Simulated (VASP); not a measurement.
Ag, 1 atom in the cell. The cell holds a slab with vacuum, 1 atom: a = 2.933 Å, b = 2.933 Å, c = 16.000 Å, α = 90.00°, β = 90.00°, γ = 90.00°. 

```yaml
Program: VASP 6.6.1
Task: single point
Functional: PBE
Potentials_or_basis: VASP PAW PBE potentials, release 64 (Ag)
Cutoff: 520 eV
k_mesh: 12 × 12 × 1
Occupations: fermi-dirac, width 0.1 eV
Spin: no spin polarisation
Dipole_correction: yes
Further_INCAR_settings: ALGO = Normal; EDIFF = 1e-06; NBANDS = 12
```

Potentials or basis: VASP PAW PBE potentials, release 64 (Ag).

Command:

```sh
$ cat potpaw_PBE.64/Ag/POTCAR > POTCAR
$ mpirun -np 1 vasp_std > vasp.out
```

Hardware: 1 thread of AMD EPYC 7R43 64-Core Processor (Zen 3), with other jobs on the host.

Question: How long does it take, and how much memory?

Answer: Run time: 81 s on 1 thread of AMD EPYC 7R43 64-Core Processor (Zen 3) (shared host), peak memory 0.2 GiB. Counts: scf iterations 18, k points 28.
